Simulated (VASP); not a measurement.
# MoS2: single point with LDA

MoS2, a slab with vacuum:

```
Mo S
1.0
     3.16276    0.00000    0.00000
    -1.58138    2.73903    0.00000
     0.00000    0.00000   17.21826
Mo S
1 2
Direct
  0.00000 0.00000 0.00000
  0.33333 0.66667 0.91051
  0.33333 0.66667 0.08949
```

| Quantity | Value |
| --- | --- |
| Program | VASP 6.6.1 |
| Task | single point |
| Functional | LDA |
| Potentials or basis | VASP PAW LDA potentials, release 64 (Mo_sv, S) |
| Cutoff | 520 eV |
| k mesh | 10 × 10 × 2 |
| Occupations | fermi-dirac, width 0.05 eV |
| Spin | no spin polarisation |

```json
{
  "Largest force": "0.042 eV/Å",
  "Band gap on the k mesh": "1.80 eV, indirect (least direct gap 1.99 eV)"
}
```

Forces in eV/Å, atoms in the order of the input:
```
Mo   0.000  0.000  0.000
S    0.000  0.000  0.042
S    0.000  0.000 -0.042
```

Levels at points of the mesh, in eV from the valence-band top:
| k point | band 10 | band 11 | band 12 | band 13 | band 14 | band 15 | band 16 | band 17 |
| --- | --- | --- | --- | --- | --- | --- | --- | --- |
| (0.00, 0.00, 0.00) | -1.78 | -1.59 | -1.59 | 0.00 | 2.81 | 2.81 | 3.13 | 3.13 |
| (0.50, 0.00, 0.00) | -3.28 | -1.85 | -0.99 | -0.65 | 2.27 | 2.80 | 3.91 | 4.46 |
| (0.00, 0.00, 0.50) | -1.78 | -1.59 | -1.59 | 0.00 | 2.81 | 2.81 | 3.13 | 3.13 |
| (0.50, 0.00, 0.50) | -3.28 | -1.85 | -0.99 | -0.65 | 2.27 | 2.80 | 3.91 | 4.46 |

Run time: 37 s on 1 thread of Intel(R) Xeon(R) 6975P-C (Granite Rapids), on a shared host, peak memory 0.25 GiB.
